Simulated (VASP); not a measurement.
# ZnS (P6_3mc) in VASP: notebook

The runs below take ZnS through single point, with PBE.

All numbers are computed with VASP 6.6.1; they aren't measurements. Logs are shortened: lines on timing, memory, paths and dates and some standing lists are left out, and cuts for length are marked.

## Step 1: The cell of the first run

The structure is hexagonal, space group P6_3mc (No. 186). Conventional cell: a = 3.811 Å, b = 3.811 Å, c = 6.109 Å, α = 90.00°, β = 90.00°, γ = 120.00°. Within 3.1 Å of Zn (site symmetry 3m) lie 4 S at 2.31 to 2.35 Å. S (site symmetry 3m) has 4 Zn at 2.31 to 2.35 Å within 3.1 Å.

## Step 2: Single point, PBE (zz strain of -2 %)

Input file INCAR:

```
PREC = Accurate ; ENCUT = 520
EDIFF = 1E-6 ; ISMEAR = -1
SIGMA = 0.03 ; LREAL = F
LASPH = T ; NELM = 60
ALGO = Normal ; ISIF = 2
LWAVE = F ; LCHARG = F
GGA = PE ; NBANDS = 26
```

Input file KPOINTS:

```
Automatic mesh
0
Gamma
  8 8 5
```

Input file POSCAR:

```
ZnS
1.0
    3.8109987816      0.0000000000      0.0000000000
   -1.9054993908      3.3004217586      0.0000000000
    0.0000000000      0.0000000000      6.1093200000
Zn S
2 2
Direct
    0.3333333333      0.6666666667      0.0000000000
    0.6666666667      0.3333333333      0.5000000000
    0.3333333333      0.6666666667      0.3850000000
    0.6666666667      0.3333333333      0.8850000000
```

Potentials or basis: VASP PAW PBE potentials, release 64 (Zn, S).

On the command line:

```bash
> cat potpaw_PBE.64/Zn/POTCAR potpaw_PBE.64/S/POTCAR > POTCAR
> mpirun -np 1 vasp_std > vasp.out
```

OUTCAR:

```text
PREC = Accurate
   ENCUT = 520
   EDIFF = 1E-6
   ISMEAR = -1
   LREAL = F
   LASPH = T
   NELM = 60
   ISIF = 2
   GGA = PE

 ion  position               nearest neighbor table
   1  0.333  0.667  0.000-   4 2.31   4 2.31   4 2.31   3 2.35
   2  0.667  0.333  0.500-   3 2.31   3 2.31   3 2.31   4 2.35
   3  0.333  0.667  0.385-   2 2.31   2 2.31   2 2.31   1 2.35
   4  0.667  0.333  0.885-   1 2.31   1 2.31   1 2.31   2 2.35

  LATTYP: Found a hexagonal cell.
 ALAT       =     3.8109987816
 C/A-ratio  =     1.6030758208

  Lattice vectors:

 A1 = (   3.8109987816,   0.0000000000,   0.0000000000)
 A2 = (  -1.9054993908,   3.3004217586,   0.0000000000)
 A3 = (   0.0000000000,   0.0000000000,   6.1093200000)

Analysis of symmetry for initial positions (statically):
=====================================================================
 Subroutine PRICEL returns:
 Original cell was already a primitive cell.

 Routine SETGRP: Setting up the symmetry group for a
 hexagonal supercell.

 Subroutine GETGRP returns: Found 12 space group operations
 (whereof  6 operations were pure point group operations)
 out of a pool of 24 trial point group operations.

The static configuration has the point symmetry C_3v.
 The point group associated with its full space group is C_6v.

Analysis of symmetry for dynamics (positions and initial velocities):
=====================================================================
 Subroutine PRICEL returns:
 Original cell was already a primitive cell.

 Routine SETGRP: Setting up the symmetry group for a
 hexagonal supercell.

 Subroutine GETGRP returns: Found 12 space group operations
 (whereof  6 operations were pure point group operations)
 out of a pool of 24 trial point group operations.

The dynamic configuration has the point symmetry C_3v.
 The point group associated with its full space group is C_6v.

 Subroutine INISYM returns: Found 12 space group operations
 (whereof  6 operations are pure point group operations),
 and found     1 'primitive' translations

----------------------------------------------------------------------------------------

                                     Primitive cell

  volume of cell :      76.8424

  direct lattice vectors                    reciprocal lattice vectors
     3.810998782  0.000000000  0.000000000     0.262398405  0.151495789  0.000000000
    -1.905499391  3.300421759  0.000000000     0.000000000  0.302991579  0.000000000
     0.000000000  0.000000000  6.109320000     0.000000000  0.000000000  0.163684338

  length of vectors
     3.810998782  3.810998782  6.109320000     0.302991579  0.302991579  0.163684338

  position of ions in fractional coordinates (direct lattice)
     0.333333333  0.666666667  0.000000000
     0.666666667  0.333333333  0.500000000
     0.333333333  0.666666667  0.385000000
     0.666666667  0.333333333  0.885000000

  ion indices of the primitive-cell ions
   primitive index   ion index
                 1           1
                 2           2
                 3           3
                 4           4

----------------------------------------------------------------------------------------

 KPOINTS: Automatic mesh

Automatic generation of k-mesh.
 Grid dimensions read from file:
 generate k-points for:    8    8    5

 Generating k-lattice:

  Cartesian coordinates                     Fractional coordinates (reciprocal lattice)
     0.032799801  0.018936974  0.000000000     0.125000000  0.000000000  0.000000000
     0.000000000  0.037873947  0.000000000     0.000000000  0.125000000  0.000000000
     0.000000000  0.000000000  0.032736868     0.000000000  0.000000000  0.200000000

  Length of vectors
     0.037873947  0.037873947  0.032736868

  Shift w.r.t. Gamma in fractional coordinates (k-lattice)
     0.000000000  0.000000000  0.000000000

 Subroutine IBZKPT returns following result:
 ===========================================

 Found     30 irreducible k-points:

 Following reciprocal coordinates:
            Coordinates               Weight
  0.000000  0.000000  0.000000      1.000000
  0.125000  0.000000  0.000000      6.000000
  0.250000  0.000000  0.000000      6.000000
  0.375000  0.000000  0.000000      6.000000
  0.500000  0.000000  0.000000      3.000000
  0.125000  0.125000  0.000000      6.000000
[... 16 lines left out ...]
  0.250000  0.000000  0.400000     12.000000
  0.375000  0.000000  0.400000     12.000000
 [... further k-points ...]
   k-points           NKPTS =     30   k-points in BZ     NKDIM =     30   number of bands    NBANDS=     26
   number of dos      NEDOS =    301   number of ions     NIONS =      4
   total plane-waves  NPLWV =  37632
   dimension x,y,z NGX =    28 NGY =   28 NGZ =   48
   dimension x,y,z NGXF=    56 NGYF=   56 NGZF=   96
   ions per type =               2   2
   NGX,Y,Z   is equivalent  to a cutoff of  12.21, 12.21, 13.06 a.u.
   NGXF,Y,Z  is equivalent  to a cutoff of  24.43, 24.43, 26.12 a.u.
 SYSTEM =  unknown system
   PREC   = accura    normal or accurate (medium, high low for compatibility)
   ISTART =      0    job   : 0-new  1-cont  2-samecut
   ICHARG =      2    charge: 1-file 2-atom 10-const
   ISPIN  =      1    spin polarized calculation?
   LNONCOLLINEAR =      F non collinear calculations
   LSORBIT =      F    spin-orbit coupling
   LASPH  =      T    aspherical Exc in radial PAW
   ENCUT  =  520.0 eV  38.22 Ry    6.18 a.u.   7.09  7.09 11.36*2*pi/ulx,y,z
   NELM   =     60;   NELMIN=  2; NELMDL= -5     # of ELM steps
   EDIFF  = 0.1E-05   stopping-criterion for ELM
   LREAL  =      F    real-space projection
   EDIFFG = 0.1E-04   stopping-criterion for IOM
   NSW    =      0    number of steps for IOM
   IBRION =     -1    ionic relax: 0-MD 1-quasi-New 2-CG
   NFREE  =      0    steps in history (QN), initial steepest desc. (CG)
   ISIF   =      2    stress and relaxation
   ISYM   =      2    0-nonsym 1-usesym 2-fastsym
   POTIM  = 0.5000    time-step for ionic-motion
   TEBEG  =    0.0;   TEEND  =   0.0 temperature during run
   PSTRESS=    0.0 pullay stress
   NELECT =      36.0000    total number of electrons
   NUPDOWN=      -1.0000    fix difference up-down
   EMIN   =  10.00;   EMAX   =-10.00  energy-range for DOS
   EFERMI =   0.00;   METHOD = LEGACY
   ISMEAR =    -1;   SIGMA  =   0.03  broadening in eV -4-tet -1-fermi 0-gaus
   EFERMI_NEDOS =   21; number of points for ismear=-14 and -15
   IALGO  =     38    algorithm
   IMIX   =      4    mixing-type and parameters
     AMIX     =   0.40;   BMIX     =  1.00
     AMIX_MAG =   1.60;   BMIX_MAG =  1.00
  volume/ion in A,a.u.               =      19.21       129.64
  Fermi-wavevector in a.u.,A,eV,Ry     =   1.271477  2.402744 21.995921  1.616655
  Thomas-Fermi vector in A             =   2.404408
   LORBIT       =      0    0 simple, 1 ext, 2 COOP (PROOUT), +10 PAW based schemes
   GGA     = PE    functional components
   LHFCALC =     F    Hartree Fock is set to
   AEXX    =    0.0000 exact exchange contribution
   IVDW    =     0    specifies the selected vdW correction
   LEPSILON=     F    determine dielectric tensor
   LRPA    =     F    only Hartree local field effects (RPA)
 non-spin polarized calculation
  energy-cutoff  :      520.00
  volume of cell :       76.84
 maximum number of plane-waves:      2084
   NGX = 15   NGY = 15   NGZ = 23

 number of electron      35.9999976 magnetization

 Free energy of the ion-electron system (eV)
  ---------------------------------------------------
  ext. energy  EPLUGINS =         0.00000000
  ---------------------------------------------------
  free energy    TOTEN  =       -13.62698372 eV

  energy without entropy =      -13.62698372  energy(sigma->0) =      -13.62698372

 E-fermi :   3.0237     XC(G=0):  -9.7468

 val. band max:        2.3930482230   @ k =   0.0000   0.0000   0.0000
 cond. band min:       4.7075342966   @ k =   0.0000   0.0000   0.0000
 fundamental gap:      2.3144860735
 Fermi energy:         3.0237438965

 k-point     1 :       0.0000    0.0000    0.0000
  band No.  band energies     occupation
      1     -10.9788      2.00000
      2      -9.9668      2.00000
      3      -4.0827      2.00000
      4      -4.0827      2.00000
      5      -4.0251      2.00000
      6      -4.0117      2.00000
[... 18 lines left out ...]
     25       9.9666      0.00000
     26      11.9075      0.00000

 k-point     2 :       0.1250    0.0000    0.0000
  band No.  band energies     occupation
      1     -10.8711      2.00000
      2      -9.9087      2.00000
      3      -4.0938      2.00000
      4      -4.0575      2.00000
      5      -4.0104      2.00000
      6      -3.9913      2.00000
[... 18 lines left out ...]
     25      10.4562      0.00000
     26      11.0827      0.00000

 k-point     3 :       0.2500    0.0000    0.0000
  band No.  band energies     occupation
      1     -10.5815      2.00000
      2      -9.7750      2.00000
      3      -4.1000      2.00000
      4      -4.0020      2.00000
      5      -3.9887      2.00000
      6      -3.9108      2.00000
[... 18 lines left out ...]
     25      10.8177      0.00000
     26      11.4847      0.00000

 k-point     4 :       0.3750    0.0000    0.0000
  band No.  band energies     occupation
      1     -10.2211      2.00000
      2      -9.6736      2.00000
      3      -4.0759      2.00000
      4      -3.9584      2.00000
      5      -3.9247      2.00000
      6      -3.8031      2.00000
[... 18 lines left out ...]
     25      11.2175      0.00000
     26      12.6645      0.00000
[... 496 lines left out ...]
      1     -10.5723      2.00000
      2     -10.2775      2.00000
      3      -4.0916      2.00000
      4      -4.0577      2.00000
      5      -4.0378      2.00000
      6      -4.0134      2.00000
[... 18 lines left out ...]
     25       9.6779      0.00000
     26      10.2274      0.00000

 k-point    23 :       0.2500    0.0000    0.4000
  band No.  band energies     occupation
      1     -10.3217      2.00000
      2     -10.0731      2.00000
      3      -4.1075      2.00000
      4      -4.0649      2.00000
      5      -3.9700      2.00000
      6      -3.9366      2.00000
[... 18 lines left out ...]
     25      10.3543      0.00000
     26      10.7702      0.00000

 k-point    24 :       0.3750    0.0000    0.4000
  band No.  band energies     occupation
      1     -10.0312      2.00000
      2      -9.8610      2.00000
      3      -4.0961      2.00000
      4      -4.0503      2.00000
      5      -3.9072      2.00000
      6      -3.8587      2.00000
[... 18 lines left out ...]
     25      11.4767      0.00000
     26      11.7748      0.00000

 [... further k-points ...]
[... 5 lines left out ...]
  --------------------------------------------------------------------------------------
  -------------------------------------------------------------------------------------
  Total        1.8569753      1.8569753      2.1142489      0.0000000      0.0000000      0.0000000
  in kB       38.7182380     38.7182380     44.0824347      0.0000000      0.0000000      0.0000000
  external PRESSURE =      40.5063036 kB  Pullay stress =       0.0000000 kB

 VOLUME and BASIS-vectors are now :
 -----------------------------------------------------------------------------
  energy-cutoff  :      520.00
  volume of cell :       76.84
      direct lattice vectors                 reciprocal lattice vectors
     3.810998782  0.000000000  0.000000000     0.262398405  0.151495789  0.000000000
    -1.905499391  3.300421759  0.000000000     0.000000000  0.302991579  0.000000000
     0.000000000  0.000000000  6.109320000     0.000000000  0.000000000  0.163684338

 POSITION                                       TOTAL-FORCE (eV/Angst)
 -----------------------------------------------------------------------------------
     -0.00000      2.20028      0.00000        -0.000000      0.000000      0.217995
      1.90550      1.10014      3.05466         0.000000     -0.000000      0.217995
     -0.00000      2.20028      2.35209         0.000000     -0.000000     -0.217995
      1.90550      1.10014      5.40675        -0.000000      0.000000     -0.217995
 -----------------------------------------------------------------------------------
    total drift:                               -0.000000     -0.000000      0.000489

  FREE ENERGIE OF THE ION-ELECTRON SYSTEM (eV)
  ---------------------------------------------------
  free  energy   TOTEN  =       -13.6269837247 eV

  energy  without entropy=      -13.6269837247  energy(sigma->0) =      -13.62698372
```

Run time: 52 s. Hardware: 1 thread of Intel Xeon Platinum 8259CL at 2.50GHz (Skylake/Cascade Lake), shared host; peak memory 0.2 GiB.

What came out:

```yaml
Free_energy: -13.6270 eV
Pressure: 4.1 GPa
Largest_force: 0.218 eV/Å
Band_gap_on_the_k_mesh: 2.31 eV
```

Forces on the atoms (eV/Å):
```
Zn   0.000  0.000  0.218
Zn   0.000  0.000  0.218
S    0.000  0.000 -0.218
S    0.000  0.000 -0.218
```

Caveat: the cell differs from its parent crystal (zz strain of -2 %); the cell stands under pressure.

## Step 3: Single point, PBE (zz strain of +1 %)

Input file INCAR:

```
PREC     = Accurate       # precision mode
ENCUT    = 520            # plane-wave cutoff, eV
EDIFF    = 1E-6           # SCF threshold, eV
ISMEAR   = -1             # smearing method
SIGMA    = 0.03           # smearing width, eV
LREAL    = F              # projectors in reciprocal space
LASPH    = T              # aspherical terms in the spheres
NELM     = 100            # most SCF steps
ALGO     = Normal         # electronic algorithm
ISIF     = 2              # what is computed and relaxed
LWAVE    = F              # write WAVECAR
LCHARG   = T              # write CHGCAR
GGA      = PE             # functional
LELF     = T              # ELF
LVHAR    = T            
NBANDS   = 26             # bands
```

Input file KPOINTS:

```
regular mesh
0
Gamma
  8 8 5
```

Edit POSCAR of step 2 so:

```diff
@@ -4,3 +4,3 @@
    -1.9054993908      3.3004217586      0.0000000000
-    0.0000000000      0.0000000000      6.1093200000
+    0.0000000000      0.0000000000      6.2963400000
 Zn S
```

Potentials or basis: VASP PAW PBE potentials, release 64 (Zn, S).

On the command line:

```bash
> cat potpaw_PBE.64/Zn/POTCAR potpaw_PBE.64/S/POTCAR > POTCAR
> mpirun -np 1 vasp_std > vasp.out
```

It took 56 s on 1 thread of Intel Xeon Platinum 8259CL at 2.50GHz (Skylake/Cascade Lake), shared host; peak memory 0.21 GiB.

The run converged. Its results:

```
Free energy            : -13.6560 eV
Pressure               : 1.8 GPa
Largest force          : 0.356 eV/Å
Band gap on the k mesh : 2.20 eV
```

Forces in eV/Å, atoms in the order of the input:
```
Zn   0.000  0.000  0.356
Zn   0.000  0.000  0.356
S    0.000  0.000 -0.356
S    0.000  0.000 -0.356
```

Stress tensor (GPa, compression positive):
```
 2.86  0.00  0.00
 0.00  2.86  0.00
 0.00  0.00 -0.28
```

Levels at points of the mesh, in eV from the valence-band top:
| k point | band 15 | band 16 | band 17 | band 18 | band 19 | band 20 | band 21 | band 22 |
| --- | --- | --- | --- | --- | --- | --- | --- | --- |
| (0.00, 0.00, 0.00) | -0.81 | -0.02 | 0.00 | 0.00 | 2.20 | 3.05 | 6.35 | 6.35 |
| (0.50, 0.00, 0.00) | -3.10 | -2.18 | -1.53 | -0.98 | 3.67 | 4.22 | 5.15 | 7.18 |

Caveat: the cell differs from its parent crystal (zz strain of +1 %).

## Step 4: Single point, PBE (zz strain of +3 %)

Input file INCAR:

```
SYSTEM = ZnS
PREC = Accurate ; ENCUT = 520
EDIFF = 1E-7 ; ISMEAR = -1
SIGMA = 0.03 ; LREAL = .FALSE.
LASPH = .TRUE. ; NELM = 100
ALGO = Normal ; ISIF = 2
LWAVE = .FALSE. ; LCHARG = .FALSE.
GGA = PE ; NBANDS = 26
```

Input file KPOINTS:

```
regular mesh
0
G
  8 8 5
  0 0 0
```

Edit POSCAR of step 3 so:

```diff
@@ -4,3 +4,3 @@
    -1.9054993908      3.3004217586      0.0000000000
-    0.0000000000      0.0000000000      6.2963400000
+    0.0000000000      0.0000000000      6.4210200000
 Zn S
```

Potentials or basis: VASP PAW PBE potentials, release 64 (Zn, S).

On the command line:

```bash
> cat potpaw_PBE.64/Zn/POTCAR potpaw_PBE.64/S/POTCAR > POTCAR
> mpirun -np 1 vasp_std > vasp.out
```

OUTCAR:

```text
SYSTEM = ZnS
   PREC = Accurate
   ENCUT = 520
   EDIFF = 1E-7
   ISMEAR = -1
   LREAL = .FALSE.
   LASPH = .TRUE.
   NELM = 100
   ISIF = 2
   GGA = PE

 ion  position               nearest neighbor table
   1  0.333  0.667  0.000-   4 2.32   4 2.32   4 2.32   3 2.47
   2  0.667  0.333  0.500-   3 2.32   3 2.32   3 2.32   4 2.47
   3  0.333  0.667  0.385-   2 2.32   2 2.32   2 2.32   1 2.47
   4  0.667  0.333  0.885-   1 2.32   1 2.32   1 2.32   2 2.47

  LATTYP: Found a hexagonal cell.
 ALAT       =     3.8109987816
 C/A-ratio  =     1.6848654035

[... 886 lines left out ...]
     26      11.2935      0.00000

 [... further k-points ...]
[... 5 lines left out ...]
  --------------------------------------------------------------------------------------
  -------------------------------------------------------------------------------------
  Total        1.1480276      1.1480276     -1.3412863      0.0000000      0.0000000      0.0000000
  in kB       22.7745942     22.7745942    -26.6084636      0.0000000      0.0000000      0.0000000
  external PRESSURE =       6.3135749 kB  Pullay stress =       0.0000000 kB

 VOLUME and BASIS-vectors are now :
 -----------------------------------------------------------------------------
  energy-cutoff  :      520.00
  volume of cell :       80.76
      direct lattice vectors                 reciprocal lattice vectors
     3.810998782  0.000000000  0.000000000     0.262398405  0.151495789  0.000000000
    -1.905499391  3.300421759  0.000000000     0.000000000  0.302991579  0.000000000
     0.000000000  0.000000000  6.421020000     0.000000000  0.000000000  0.155738496

 POSITION                                       TOTAL-FORCE (eV/Angst)
 -----------------------------------------------------------------------------------
     -0.00000      2.20028      0.00000         0.000000     -0.000000      0.392133
      1.90550      1.10014      3.21051        -0.000000      0.000000      0.392133
     -0.00000      2.20028      2.47209         0.000000     -0.000000     -0.392133
      1.90550      1.10014      5.68260         0.000000     -0.000000     -0.392133
 -----------------------------------------------------------------------------------
    total drift:                               -0.000000     -0.000000     -0.000259

  FREE ENERGIE OF THE ION-ELECTRON SYSTEM (eV)
  ---------------------------------------------------
  free  energy   TOTEN  =       -13.6415565341 eV

  energy  without entropy=      -13.6415565341  energy(sigma->0) =      -13.64155653
```

stdout:

```text
POSCAR found type information on POSCAR ZnS
 POSCAR found :  2 types and       4 ions
 scaLAPACK will be used
 LDA part: xc-table for (Slater+PW92), standard interpolation
 POSCAR, INCAR and KPOINTS ok, starting setup
 FFT: planning ... GRIDC
 FFT: planning ... GRID_SOFT
 FFT: planning ... GRID
 WAVECAR not read
 entering main loop
```

Run time: 59 s. Hardware: 1 thread of Intel Xeon Platinum 8259CL at 2.50GHz (Skylake/Cascade Lake), shared host; peak memory 0.2 GiB.

What came out:

* Free energy: -13.6416 eV
* Pressure: 0.6 GPa
* Largest force: 0.392 eV/Å
* Band gap on the k mesh: 2.08 eV

Forces on the atoms (eV/Å):
```
Zn   0.000  0.000  0.392
Zn   0.000  0.000  0.392
S    0.000  0.000 -0.392
S    0.000  0.000 -0.392
```

Caveat: the cell differs from its parent crystal (zz strain of +3 %).

## Step 5: The runs side by side

| cell | gap on the mesh (eV) | pressure (GPa) | largest force (eV/Å) |
| --- | --- | --- | --- |
| a = 3.811, b = 3.811, c = 6.109 Å, angles 90.0, 90.0, 120.0°, 4 atoms | 2.31 | 4.1 | 0.22 |
| a = 3.811, b = 3.811, c = 6.296 Å, angles 90.0, 90.0, 120.0°, 4 atoms | 2.20 | 1.8 | 0.36 |
| a = 3.811, b = 3.811, c = 6.421 Å, angles 90.0, 90.0, 120.0°, 4 atoms | 2.08 | 0.6 | 0.39 |

Alike in all rows: task single point; level PBE; potentials or basis VASP PAW PBE potentials, release 64 (Zn, S); no spin polarisation; k mesh 8 × 8 × 5; cutoff (eV) 520; smearing fermi-dirac 0.03 eV.

Caveats: the cell stands under pressure (at least some runs).

Total energies depend on the potentials used, so only differences within one code and one set of settings carry meaning.
